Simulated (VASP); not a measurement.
Input of a VASP 6.6.1 run:

INCAR

```
SYSTEM = TiN
PREC = Accurate
ENCUT = 600
EDIFF = 1E-6
ISMEAR = 1
SIGMA = 0.1
LREAL = .FALSE.
LASPH = .TRUE.
NELM = 120
ALGO = Normal
ISIF = 2
LWAVE = .FALSE.
LCHARG = .TRUE.
GGA = PS
LELF = .TRUE.
LVHAR = .TRUE.
NBANDS = 16
GGA_COMPAT = .FALSE.
```

Contents of KPOINTS:

```
regular mesh
0
G
  11 11 11
  0 0 0
```

The input POSCAR:

```
TiN
1.0
    0.0000000000      2.1190000000      2.1190000000
    2.1190000000      0.0000000000      2.1190000000
    2.1190000000      2.1190000000      0.0000000000
Ti N
1 1
Direct
    0.0000000000      0.0000000000      0.0000000000
    0.5000000000      0.5000000000      0.5000000000
```

Potentials or basis: VASP PAW PBE potentials, release 64 (Ti_sv, N).

The run is started by

```sh
$ cat potpaw_PBE.64/Ti_sv/POTCAR potpaw_PBE.64/N/POTCAR > POTCAR
$ mpirun -np 1 vasp_std > vasp.out
```

Problem. Estimate the band gap on the k mesh.

Solution. Zero (an odd number of electrons rules out a gap without spin polarisation).

Problem. Estimate the pressure.

Solution. -6.5 GPa.

Caveat: the cell stands under tension; the PAW data sets were made with another functional, which shifts forces and pressure a little.
